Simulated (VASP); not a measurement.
NaI:

```
CELL_PARAMETERS angstrom
0.08613 3.31585 3.31585
3.31585 0.08613 3.31585
3.31585 3.31585 0.08613
ATOMIC_POSITIONS crystal
Na 0.00000 0.00000 0.00000
I 0.50000 0.50000 0.50000
```

This cell differs from its parent crystal: strain along [111] +4.0%.

Base run:

| Property | Result |
| --- | --- |
| Program | VASP 6.6.1 |
| Functional | PBE |
| Potentials or basis | VASP PAW PBE potentials, release 64 (Na_pv, I) |
| Cutoff | 520 eV |
| k mesh | 8 × 8 × 8 |
| Occupations | fermi-dirac, width 0.02 eV |
| Spin | no spin polarisation |

Its results: band gap on the k mesh 3.49 eV, direct; pressure -0.1 GPa.

Question: The run is repeated on the same cell with these changes: functional from PBE to r2SCAN; occupations from fermi-dirac, width 0.02 eV to gaussian, width 0.01 eV. What comes out?

Answer: Band gap on the k mesh 4.27 eV, direct; pressure -0.7 GPa.

Caveats: spin-orbit coupling is left out, which moves the levels of the heavy elements; the PAW data sets were made with another functional, which shifts forces and pressure a little (some runs).

A k mesh can miss the band edges.
